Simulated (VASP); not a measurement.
# AlN (F-43m) in VASP: a series of runs

Runs on AlN. Level: PBE. Tasks: single point.

Everything below comes from runs of VASP 6.6.1. Logs are shortened: lines on timing, memory, paths and dates and some standing lists are left out, and cuts for length are marked.

### 1 The cell of the first run

Symmetry: F-43m, No. 216, cubic system. Conventional cell: a = 4.368 Å, b = 4.368 Å, c = 4.368 Å, α = 90.00°, β = 90.00°, γ = 90.00°. Within 2.5 Å of Al (site symmetry -43m) lie 4 N at 1.89 Å. N (site symmetry -43m) has 4 Al at 1.89 Å within 2.5 Å.

### 2 Single point, PBE

The input, INCAR:

```
PREC = Accurate
ENCUT = 520
EDIFF = 1E-6
ISMEAR = 0
SIGMA = 0.1
LREAL = False
LASPH = True
NELM = 100
ALGO = Normal
ISIF = 2
LWAVE = False
LCHARG = True
GGA = PE
LELF = True
LVHAR = True
NBANDS = 11
```

The input, KPOINTS:

```
Automatic mesh
0
Gamma
  8 8 8
```

The input, POSCAR:

```
AlN
1.0
    0.0000000000      2.1839935596      2.1839935596
    2.1839935596      0.0000000000      2.1839935596
    2.1839935596      2.1839935596      0.0000000000
Al N
1 1
Direct
    0.0000000000      0.0000000000      0.0000000000
    0.7500000000      0.7500000000      0.7500000000
```

Potentials or basis: VASP PAW PBE potentials, release 64 (Al, N).

Started as:

```
> cat potpaw_PBE.64/Al/POTCAR potpaw_PBE.64/N/POTCAR > POTCAR
> mpirun -np 1 vasp_std > vasp.out
```

OUTCAR:

```text
PREC = Accurate
   ENCUT = 520
   EDIFF = 1E-6
   ISMEAR = 0
   LREAL = False
   LASPH = True
   NELM = 100
   ISIF = 2
   GGA = PE

 ion  position               nearest neighbor table
   1  0.000  0.000  0.000-   2 1.89   2 1.89   2 1.89   2 1.89
   2  0.750  0.750  0.750-   1 1.89   1 1.89   1 1.89   1 1.89

  LATTYP: Found a face centered cubic cell.
 ALAT       =     4.3679871192

  Lattice vectors:

 A1 = (   0.0000000000,   2.1839935596,   2.1839935596)
 A2 = (   2.1839935596,   0.0000000000,   2.1839935596)
 A3 = (   2.1839935596,   2.1839935596,   0.0000000000)

Analysis of symmetry for initial positions (statically):
=====================================================================
 Subroutine PRICEL returns:
 Original cell was already a primitive cell.

 Routine SETGRP: Setting up the symmetry group for a
 face centered cubic supercell.

 Subroutine GETGRP returns: Found 24 space group operations
 (whereof 24 operations were pure point group operations)
 out of a pool of 48 trial point group operations.

The static configuration has the point symmetry T_d .

Analysis of symmetry for dynamics (positions and initial velocities):
=====================================================================
 Subroutine PRICEL returns:
 Original cell was already a primitive cell.

 Routine SETGRP: Setting up the symmetry group for a
 face centered cubic supercell.

 Subroutine GETGRP returns: Found 24 space group operations
 (whereof 24 operations were pure point group operations)
 out of a pool of 48 trial point group operations.

The dynamic configuration has the point symmetry T_d .

 Subroutine INISYM returns: Found 24 space group operations
 (whereof 24 operations are pure point group operations),
 and found     1 'primitive' translations

----------------------------------------------------------------------------------------

                                     Primitive cell

  volume of cell :      20.8345

  direct lattice vectors                    reciprocal lattice vectors
     0.000000000  2.183993560  2.183993560    -0.228938404  0.228938404  0.228938404
     2.183993560  0.000000000  2.183993560     0.228938404 -0.228938404  0.228938404
     2.183993560  2.183993560  0.000000000     0.228938404  0.228938404 -0.228938404

  length of vectors
     3.088633312  3.088633312  3.088633312     0.396532948  0.396532948  0.396532948

  position of ions in fractional coordinates (direct lattice)
     0.000000000  0.000000000  0.000000000
     0.750000000  0.750000000  0.750000000

  ion indices of the primitive-cell ions
   primitive index   ion index
                 1           1
                 2           2

----------------------------------------------------------------------------------------

 KPOINTS: Automatic mesh

Automatic generation of k-mesh.
 Grid dimensions read from file:
 generate k-points for:    8    8    8

 Generating k-lattice:

  Cartesian coordinates                     Fractional coordinates (reciprocal lattice)
    -0.028617301  0.028617301  0.028617301     0.125000000  0.000000000  0.000000000
     0.028617301 -0.028617301  0.028617301     0.000000000  0.125000000  0.000000000
     0.028617301  0.028617301 -0.028617301     0.000000000  0.000000000  0.125000000

  Length of vectors
     0.049566618  0.049566618  0.049566618

  Shift w.r.t. Gamma in fractional coordinates (k-lattice)
     0.000000000  0.000000000  0.000000000

 Subroutine IBZKPT returns following result:
 ===========================================

 Found     29 irreducible k-points:

 Following reciprocal coordinates:
            Coordinates               Weight
  0.000000  0.000000  0.000000      1.000000
  0.125000  0.000000  0.000000      8.000000
  0.250000  0.000000  0.000000      8.000000
  0.375000  0.000000  0.000000      8.000000
  0.500000  0.000000  0.000000      4.000000
  0.125000  0.125000  0.000000      6.000000
[... 16 lines left out ...]
  0.500000  0.250000  0.125000     48.000000
 -0.375000  0.250000  0.125000     24.000000
 [... further k-points ...]
   k-points           NKPTS =     29   k-points in BZ     NKDIM =     29   number of bands    NBANDS=     11
   number of dos      NEDOS =    301   number of ions     NIONS =      2
   total plane-waves  NPLWV =  13824
   dimension x,y,z NGX =    24 NGY =   24 NGZ =   24
   dimension x,y,z NGXF=    48 NGYF=   48 NGZF=   48
   ions per type =               1   1
   NGX,Y,Z   is equivalent  to a cutoff of  12.92, 12.92, 12.92 a.u.
   NGXF,Y,Z  is equivalent  to a cutoff of  25.84, 25.84, 25.84 a.u.
 SYSTEM =  unknown system
   PREC   = accura    normal or accurate (medium, high low for compatibility)
   ISTART =      0    job   : 0-new  1-cont  2-samecut
   ICHARG =      2    charge: 1-file 2-atom 10-const
   ISPIN  =      1    spin polarized calculation?
   LNONCOLLINEAR =      F non collinear calculations
   LSORBIT =      F    spin-orbit coupling
   LASPH  =      T    aspherical Exc in radial PAW
   ENCUT  =  520.0 eV  38.22 Ry    6.18 a.u.   5.74  5.74  5.74*2*pi/ulx,y,z
   NELM   =    100;   NELMIN=  2; NELMDL= -5     # of ELM steps
   EDIFF  = 0.1E-05   stopping-criterion for ELM
   LREAL  =      F    real-space projection
   EDIFFG = 0.1E-04   stopping-criterion for IOM
   NSW    =      0    number of steps for IOM
   IBRION =     -1    ionic relax: 0-MD 1-quasi-New 2-CG
   NFREE  =      0    steps in history (QN), initial steepest desc. (CG)
   ISIF   =      2    stress and relaxation
   ISYM   =      2    0-nonsym 1-usesym 2-fastsym
   POTIM  = 0.5000    time-step for ionic-motion
   TEBEG  =    0.0;   TEEND  =   0.0 temperature during run
   PSTRESS=    0.0 pullay stress
   NELECT =       8.0000    total number of electrons
   NUPDOWN=      -1.0000    fix difference up-down
   EMIN   =  10.00;   EMAX   =-10.00  energy-range for DOS
   EFERMI =   0.00;   METHOD = LEGACY
   ISMEAR =     0;   SIGMA  =   0.10  broadening in eV -4-tet -1-fermi 0-gaus
   EFERMI_NEDOS =   21; number of points for ismear=-14 and -15
   IALGO  =     38    algorithm
   IMIX   =      4    mixing-type and parameters
     AMIX     =   0.40;   BMIX     =  1.00
     AMIX_MAG =   1.60;   BMIX_MAG =  1.00
  volume/ion in A,a.u.               =      10.42        70.30
  Fermi-wavevector in a.u.,A,eV,Ry     =   1.189899  2.248583 19.263943  1.415860
  Thomas-Fermi vector in A             =   2.325996
   LORBIT       =      0    0 simple, 1 ext, 2 COOP (PROOUT), +10 PAW based schemes
   GGA     = PE    functional components
   LHFCALC =     F    Hartree Fock is set to
   AEXX    =    0.0000 exact exchange contribution
   IVDW    =     0    specifies the selected vdW correction
   LEPSILON=     F    determine dielectric tensor
   LRPA    =     F    only Hartree local field effects (RPA)
 non-spin polarized calculation
 Gauss-broadening in eV      SIGMA  =   0.10
  energy-cutoff  :      520.00
  volume of cell :       20.83
 maximum number of plane-waves:       568
   NGX = 11   NGY = 11   NGZ = 11

 number of electron       8.0000000 magnetization

 Free energy of the ion-electron system (eV)
  ---------------------------------------------------
  ext. energy  EPLUGINS =         0.00000000
  ---------------------------------------------------
  free energy    TOTEN  =       -14.84033719 eV

  energy without entropy =      -14.84033719  energy(sigma->0) =      -14.84033719

 E-fermi :   6.4547     XC(G=0): -10.9336

 val. band max:        5.9701941805   @ k =   0.0000   0.0000   0.0000
 cond. band min:       9.2878020670   @ k =   0.5000   0.5000   0.0000
 fundamental gap:      3.3176078865
 Fermi energy:         6.4547005985

 k-point     1 :       0.0000    0.0000    0.0000
  band No.  band energies     occupation
      1      -9.0105      2.00000
      2       5.9702      2.00000
      3       5.9702      2.00000
      4       5.9702      2.00000
      5      10.1660      0.00000
      6      18.5304      0.00000
      7      18.5304      0.00000
      8      18.5304      0.00000
      9      23.6588      0.00000
     10      23.6588      0.00000
     11      25.0607      0.00000

 k-point     2 :       0.1250    0.0000    0.0000
  band No.  band energies     occupation
      1      -8.7835      2.00000
      2       4.7907      2.00000
      3       5.8916      2.00000
      4       5.8916      2.00000
      5      11.1078      0.00000
      6      17.9572      0.00000
      7      18.7029      0.00000
      8      18.7029      0.00000
      9      22.1200      0.00000
     10      22.1200      0.00000
     11      24.0118      0.00000

 k-point     3 :       0.2500    0.0000    0.0000
  band No.  band energies     occupation
      1      -8.1602      2.00000
      2       2.7107      2.00000
      3       5.7147      2.00000
      4       5.7147      2.00000
      5      12.4263      0.00000
      6      16.9407      0.00000
      7      18.2971      0.00000
      8      18.2971      0.00000
      9      22.2464      0.00000
     10      22.2464      0.00000
     11      23.2106      0.00000

 k-point     4 :       0.3750    0.0000    0.0000
  band No.  band energies     occupation
      1      -7.3724      2.00000
      2       0.8907      2.00000
      3       5.5534      2.00000
      4       5.5534      2.00000
      5      13.1502      0.00000
      6      16.1486      0.00000
      7      17.4550      0.00000
      8      17.4550      0.00000
      9      23.5034      0.00000
     10      24.2786      0.00000
     11      24.2786      0.00000
[... 239 lines left out ...]
 k-point    22 :       0.3750    0.2500    0.1250
  band No.  band energies     occupation
      1      -7.6591      2.00000
      2       2.4072      2.00000
      3       4.4939      2.00000
      4       5.3683      2.00000
      5      12.7797      0.00000
      6      16.4960      0.00000
      7      16.8260      0.00000
      8      19.2536      0.00000
      9      20.6216      0.00000
     10      25.0955      0.00000
     11      27.6100      0.00000

 k-point    23 :       0.5000    0.2500    0.1250
  band No.  band energies     occupation
      1      -6.9799      2.00000
      2       1.3492      2.00000
      3       3.9019      2.00000
      4       5.0404      2.00000
      5      13.0156      0.00000
      6      15.6104      0.00000
      7      17.5053      0.00000
      8      18.8561      0.00000
      9      22.0126      0.00000
     10      25.6254      0.00000
     11      27.7427      0.00000

 k-point    24 :      -0.3750    0.2500    0.1250
  band No.  band energies     occupation
      1      -6.6426      2.00000
      2       0.8305      2.00000
      3       3.7476      2.00000
      4       4.8539      2.00000
      5      13.0719      0.00000
      6      15.2249      0.00000
      7      18.1418      0.00000
      8      18.6561      0.00000
      9      23.1492      0.00000
     10      24.7436      0.00000
     11      28.0124      0.00000

 [... further k-points ...]
[... 5 lines left out ...]
  --------------------------------------------------------------------------------------
  -------------------------------------------------------------------------------------
  Total        0.5961105      0.5961105      0.5961105      0.0000000      0.0000000     -0.0000000
  in kB       45.8409146     45.8409146     45.8409146      0.0000000      0.0000000     -0.0000000
  external PRESSURE =      45.8409146 kB  Pullay stress =       0.0000000 kB

 VOLUME and BASIS-vectors are now :
 -----------------------------------------------------------------------------
  energy-cutoff  :      520.00
  volume of cell :       20.83
      direct lattice vectors                 reciprocal lattice vectors
     0.000000000  2.183993560  2.183993560    -0.228938404  0.228938404  0.228938404
     2.183993560  0.000000000  2.183993560     0.228938404 -0.228938404  0.228938404
     2.183993560  2.183993560  0.000000000     0.228938404  0.228938404 -0.228938404

 POSITION                                       TOTAL-FORCE (eV/Angst)
 -----------------------------------------------------------------------------------
      0.00000      0.00000      0.00000         0.000000      0.000000      0.000000
      3.27599      3.27599      3.27599        -0.000000     -0.000000     -0.000000
 -----------------------------------------------------------------------------------
    total drift:                               -0.000000     -0.000000     -0.000000

  FREE ENERGIE OF THE ION-ELECTRON SYSTEM (eV)
  ---------------------------------------------------
  free  energy   TOTEN  =       -14.8403371888 eV

  energy  without entropy=      -14.8403371888  energy(sigma->0) =      -14.84033719
```

Run time: 4.4 s. Hardware: 1 thread of AMD EPYC 9R45 (Zen 5), shared host; peak memory 0.1 GiB.

Results:

| Property | Result |
| --- | --- |
| Free energy | -14.8403 eV |
| Pressure | 4.6 GPa |
| Band gap on the k mesh | 3.32 eV, indirect (least direct gap 4.20 eV) |

A k mesh can miss the band edges. PBE gaps usually lie below the measured ones, often by a third to a half.

### 3 Single point, PBE

This run uses another cell than the first one, of 10.67 Å³/atom, 1.024 times its volume.

The input, INCAR:

```
PREC     = Accurate       # precision mode
ENCUT    = 520            # plane-wave cutoff, eV
EDIFF    = 1E-6           # SCF threshold, eV
ISMEAR   = 0              # smearing method
SIGMA    = 0.02           # smearing width, eV
LREAL    = False          # projectors in reciprocal space
LASPH    = True           # aspherical terms in the spheres
NELM     = 60             # most SCF steps
ALGO     = Normal         # electronic algorithm
ISIF     = 2              # what is computed and relaxed
LWAVE    = False          # write WAVECAR
LCHARG   = True           # write CHGCAR
GGA      = PE             # functional
LELF     = True           # ELF
LVHAR    = True         
NBANDS   = 11             # bands
```

The input, KPOINTS:

```
Automatic mesh
0
Gamma
  10 10 10
```

The input, POSCAR:

```
AlN
1.0
    0.0000000000      2.2015871002      2.2015871002
    2.2015871002      0.0000000000      2.2015871002
    2.2015871002      2.2015871002      0.0000000000
Al N
1 1
Direct
    0.0000000000      0.0000000000      0.0000000000
    0.7500000000      0.7500000000      0.7500000000
```

Potentials or basis: VASP PAW PBE potentials, release 64 (Al, N).

Started as:

```
> cat potpaw_PBE.64/Al/POTCAR potpaw_PBE.64/N/POTCAR > POTCAR
> mpirun -np 1 vasp_std > vasp.out
```

Run time: 6.2 s. Hardware: 1 thread of AMD EPYC 9R45 (Zen 5), shared host; peak memory 0.11 GiB.

Results (log left out):

| Property | Result |
| --- | --- |
| Free energy | -14.8474 eV |
| Pressure | -0.3 GPa |
| Band gap on the k mesh | 3.30 eV, indirect (least direct gap 3.98 eV) |

Levels at points of the mesh, in eV from the valence-band top:
```tsv
k point	band 2	band 3	band 4	band 5	band 6	band 7
(0.00, 0.00, 0.00)	0.00	0.00	0.00	3.98	12.32	12.32
(0.50, 0.00, 0.00)	-5.75	-0.48	-0.48	7.16	9.70	11.00
(0.50, 0.50, 0.00)	-4.83	-1.75	-1.75	3.30	8.47	13.64
```

A k mesh can miss the band edges. A hybrid or GW would open this gap; PBE tends to underestimate it.

### 4 Single point, PBE

This run uses another cell than the first one, of 10.67 Å³/atom, 1.024 times its volume.

The input, INCAR:

```
SYSTEM = AlN
ALGO = Normal
EDIFF = 1E-6
ENCUT = 520
GGA = PE
ISIF = 2
ISMEAR = 0
LASPH = .True.
LCHARG = .True.
LELF = .True.
LREAL = .False.
LVHAR = .True.
LWAVE = .False.
NBANDS = 11
NELM = 80
PREC = Accurate
SIGMA = 0.02
```

The input, KPOINTS:

```
k-points
0
Gamma
  10 10 10
  0 0 0
```

POSCAR is that of step 3.

Started as:

```
> cat potpaw_PBE.64/Al/POTCAR potpaw_PBE.64/N/POTCAR > POTCAR
> mpirun -np 1 vasp_std > vasp.out
```

It took 6.2 s on 1 thread of AMD EPYC 9R45 (Zen 5), shared host; peak memory 0.11 GiB.

The run converged. Its results:

```
Free energy            : -14.8474 eV
Pressure               : -0.3 GPa
Band gap on the k mesh : 3.30 eV, indirect (least direct gap 3.98 eV)
```

Levels at points of the mesh, in eV from the valence-band top:
| k point | band 1 | band 2 | band 3 | band 4 | band 5 | band 6 | band 7 | band 8 |
| --- | --- | --- | --- | --- | --- | --- | --- | --- |
| (0.00, 0.00, 0.00) | -14.84 | 0.00 | 0.00 | 0.00 | 3.98 | 12.32 | 12.32 | 12.32 |
| (0.50, 0.00, 0.00) | -12.87 | -5.75 | -0.48 | -0.48 | 7.16 | 9.70 | 11.00 | 11.00 |
| (0.50, 0.50, 0.00) | -12.25 | -4.83 | -1.75 | -1.75 | 3.30 | 8.47 | 13.64 | 15.44 |
